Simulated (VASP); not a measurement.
LiF: relaxation of cell and atoms with PBE

Crystal: LiF.

```
Li F
1.0
     0.00000    2.03354    2.03354
     2.03354    0.00000    2.03354
     2.03354    2.03354    0.00000
Li F
1 1
Direct
  0.50000 0.50000 0.50000
  0.00000 0.00000 0.00000
```

- Program: VASP 6.6.1
- Task: relaxation of cell and atoms
- Functional: PBE
- Potentials or basis: VASP PAW PBE potentials, release 64 (Li_sv, F)
- Cutoff: 600 eV
- k mesh: 10 × 10 × 10
- Occupations: gaussian, width 0.02 eV
- Spin: no spin polarisation
- Dipole correction: no
- Further INCAR settings: ALGO = Normal; EDIFF = 1e-07; IBRION = 2; EDIFFG = -0.01; NSW = 100; ISIF = 3

The relaxed volume is 8.32 Å³/atom and the relaxed cell is a = 2.866 Å, b = 2.866 Å, c = 2.866 Å, α = 60.00°, β = 60.00°, γ = 60.00°. The space group after relaxing (to 0.1 Å) is Fm-3m (No. 225). The energy gained by relaxing is 0.2 meV/atom. The ionic steps are 3 and the pressure after relaxing is 0.0 GPa. The band gap on the k mesh is 8.92 eV.

The path:
| step | energy change (eV) | largest force (eV/Å) | pressure (GPa) | volume (Å³) |
| --- | --- | --- | --- | --- |
| 1 | 0.0000 | 0.0000 | -0.73 | 16.82 |
| 2 | -0.0003 | 0.0000 | -0.34 | 16.73 |
| 3 | -0.0004 | 0.0000 | -0.02 | 16.65 |

Final structure:
```
Li F
1.0
     0.00000    2.02654    2.02654
     2.02654    0.00000    2.02654
     2.02654    2.02654    0.00000
Li F
1 1
Direct
  0.50000 0.50000 0.50000
  0.00000 0.00000 0.00000
```

Levels at points of the mesh, in eV from the valence-band top:
```
           k point  band 2  band 3  band 4  band 5  band 6  band 7  band 8  band 9
(0.00, 0.00, 0.00)  -19.92    0.00    0.00    0.00    8.92   23.72   23.72   23.72
(0.50, 0.00, 0.00)  -19.50   -2.46   -0.22   -0.22   10.68   16.52   18.75   18.75
(0.50, 0.50, 0.00)  -19.25   -2.93   -0.97   -0.97   14.63   16.39   17.22   20.02
```

Wall time 12 s on 1 thread of Intel(R) Xeon(R) Platinum 8259CL CPU @ 2.50GHz (Skylake/Cascade Lake), with other jobs on the host, peak memory 0.13 GiB.

Caveat: the cutoff is under 1.25 times the usual one of these potentials, so pressure, stress and relaxed cells hold a basis-set (Pulay) error. A k mesh can miss the band edges.
